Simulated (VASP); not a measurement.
Al, 1 atom in the cell. The structure is cubic, space group Fm-3m (No. 225). The conventional cell has a = 4.050 Å, b = 4.050 Å, c = 4.050 Å, α = 90.00°, β = 90.00°, γ = 90.00°. Al (site symmetry m-3m) has 12 Al at 2.86 Å within 3.8 Å. 

```yaml
Program: VASP 6.6.1
Task: single point
Functional: PBE
Potentials_or_basis: VASP PAW PBE potentials, release 64 (Al)
Cutoff: 520 eV
k_mesh: 5 × 5 × 5
Occupations: methfessel-paxton, width 0.1 eV
Spin: no spin polarisation
Dipole_correction: no
Further_INCAR_settings: ALGO = Normal; EDIFF = 1e-06; NBANDS = 8
```

Potentials or basis: VASP PAW PBE potentials, release 64 (Al).

Run with:

```sh
$ cat potpaw_PBE.64/Al/POTCAR > POTCAR
$ mpirun -np 1 vasp_std > vasp.out
```

Hardware: 1 thread of AMD EPYC 7R13 Processor (Zen 3) (shared host).

Question: How long does it take, and how much memory?

Answer: It took 2.2 s on 1 thread of AMD EPYC 7R13 Processor (Zen 3), on a shared host, peak memory 0.09 GiB. Counts: scf iterations 10, k points 10.
